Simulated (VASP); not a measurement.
Te2Mo, 3 atoms in the cell. The cell holds a slab with vacuum, 3 atoms: a = 3.584 Å, b = 3.584 Å, c = 17.640 Å, α = 90.00°, β = 90.00°, γ = 120.00°. 

```yaml
Program: VASP 6.6.1
Task: single point
Functional: r2SCAN
Potentials_or_basis: VASP PAW PBE potentials, release 64 (Te, Mo_sv)
Cutoff: 520 eV
k_mesh: 9 × 9 × 2
Occupations: fermi-dirac, width 0.05 eV
Spin: no spin polarisation
Dipole_correction: no
Further_INCAR_settings: ALGO = Normal; EDIFF = 1e-07; NBANDS = 20
```

Potentials or basis: VASP PAW PBE potentials, release 64 (Te, Mo_sv).

The run is started by

```bash
$ cat potpaw_PBE.64/Te/POTCAR potpaw_PBE.64/Mo_sv/POTCAR > POTCAR
$ cp INCAR.step1 INCAR
$ mpirun -np 1 vasp_std > vasp.out
$ cp INCAR.step2 INCAR
$ mpirun -np 1 vasp_std > vasp.out
```

Hardware: 1 thread of Intel Xeon 8259CL, on a shared host.

**Question.** How long does it take, and how much memory?

**Answer.** Wall time 12 min on 1 thread of Intel Xeon 8259CL, on a shared host, peak memory 0.42 GiB. Counts: k points 24.
